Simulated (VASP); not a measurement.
A run of VASP 6.6.1:

File INCAR:

```
PREC = Accurate
ENCUT = 600
EDIFF = 1E-7
ISMEAR = 0
SIGMA = 0.01
LREAL = False
LASPH = True
NELM = 60
ALGO = Normal
ISIF = 3
LWAVE = False
LCHARG = False
IBRION = 2
NSW = 80
EDIFFG = -0.003
```

KPOINTS

```
Automatic mesh
0
Gamma
  12 12 4
```

File POSCAR:

```
BN
1.0
    2.4982400000      0.0000000000      0.0000000000
   -1.2491200000      2.1635393048      0.0000000000
    0.0000000000      0.0000000000      6.6357000000
B N
2 2
Direct
    0.3333333333      0.6666666667      0.2500000000
    0.6666666667      0.3333333333      0.7500000000
    0.3333333333      0.6666666667      0.7500000000
    0.6666666667      0.3333333333      0.2500000000
```

Potentials or basis: VASP PAW LDA potentials, release 64 (B, N).

Launch:

```console
$ cat potpaw_LDA.64/B/POTCAR potpaw_LDA.64/N/POTCAR > POTCAR
$ mpirun -np 1 vasp_std > vasp.out
```

Hardware: 1 thread of Intel Xeon 8259CL, with other jobs on the host.

Problem. How long does it take, and how much memory?

Solution. Wall time 4.2 min on 1 thread of Intel Xeon 8259CL, with other jobs on the host, peak memory 0.16 GiB. Counts: scf iterations 82, k points 57, ion steps 12.
